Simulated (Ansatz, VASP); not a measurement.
# One calculation of Na, two programs

Contents of INCAR:

```
SYSTEM = Na
PREC = Accurate ; ENCUT = 520
EDIFF = 1E-8 ; ISMEAR = -1
SIGMA = 0.03 ; LREAL = .FALSE.
LASPH = .TRUE. ; NELM = 80
ALGO = Normal ; ISIF = 2
LWAVE = .FALSE. ; LCHARG = .FALSE.
GGA = PS ; LEFG = .TRUE.
NBANDS = 10
```

File KPOINTS:

```
regular mesh
0
G
  11 11 11
  0 0 0
```

The input POSCAR:

```
Na
1.0
   -2.1386750000      2.1175000000      2.1175000000
    2.1175000000     -2.1386750000      2.1175000000
    2.1175000000      2.1175000000     -2.1386750000
Na
1
Direct
    0.0000000000      0.0000000000      0.0000000000
```

Input for Ansatz:

```yaml
crystal:
  lattice:
    - [-2.138675, 2.1175, 2.1175]
    - [2.1175, -2.138675, 2.1175]
    - [2.1175, 2.1175, -2.138675]
  atoms:
    - { symbol: Na, position: [0.0, 0.0, 0.0] }
kpoints:
  mp_grid: { grid: [11, 11, 11] }
scf:
  occupations: { method: fermi_dirac, width: 0.03 }
hamiltonian:
  xc: pbesol
  pseudopotentials: { kind: all_electron, datasets: crystal }
output:
  forces: true
  stress: true
  eigenvalues: true
  efg: { contact_densities: true }
```

Change from the starting cell: equal xy, yz and zx shear strains of -1 %, crystal datasets.

Alike in both runs: task electric field gradients; functional PBEsol; k mesh 11 × 11 × 11; occupations fermi-dirac, width 0.03 eV; no spin polarisation.

```csv
,VASP,Ansatz
version,VASP 6.6.1,Ansatz 0.2.0
potentials or method,"VASP PAW PBE potentials, release 64 (Na_pv), cutoff 520 eV","all-electron PAW with datasets made for the crystal, scalar-relativistic"
```

```csv
,VASP,Ansatz,Ansatz less VASP
pressure (GPa),-0.3,-0.3,0.00
"traceless stress, the component that is largest in VASP (GPa)",0.07,0.07,-0.001
size of Vzz on the site where it differs most (V/Å²),0.1,0.1,+0.01
```

VASP's potentials were made for PBE, not for PBEsol. Ansatz ran all-electron here, and VASP with PAW potentials.
